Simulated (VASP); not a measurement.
# Tl: single point with revPBE

Tl:

```
Tl
1.0
     3.17196    0.00000    0.00000
     0.00000    3.17196    0.00000
     0.00000    0.00000    3.17196
Tl
1
Direct
  0.00000 0.00000 0.00000
```

This cell differs from its parent crystal: volume scaled by 0.88.

| Item | Value |
| --- | --- |
| Program | VASP 6.6.1 |
| Task | single point |
| Functional | revPBE |
| Potentials or basis | VASP PAW PBE potentials, release 64 (Tl_d) |
| Cutoff | 520 eV |
| k mesh | 11 × 11 × 11 |
| Occupations | fermi-dirac, width 0.1 eV |
| Spin | no spin polarisation |
| Dipole correction | no |
| Further INCAR settings | ALGO = Normal; EDIFF = 1e-06; NBANDS = 12 |

| Quantity | Value |
| --- | --- |
| Pressure | 3.2 GPa |

Levels at points of the mesh, in eV from the Fermi level:
| k point | band 2 | band 3 | band 4 | band 5 | band 6 | band 7 | band 8 | band 9 | band 10 | band 11 |
| --- | --- | --- | --- | --- | --- | --- | --- | --- | --- | --- |
| (0.00, 0.00, 0.00) | -12.29 | -11.26 | -11.26 | -11.26 | -9.68 | 6.81 | 6.81 | 6.81 | 9.69 | 11.34 |

It took 14 s on 1 thread of AMD EPYC 7R43 64-Core Processor (Zen 3) (shared host), peak memory 0.11 GiB.

Caveat: the PAW data sets were made with another functional, which shifts forces and pressure a little; spin-orbit coupling is left out, which moves the levels of the heavy elements.
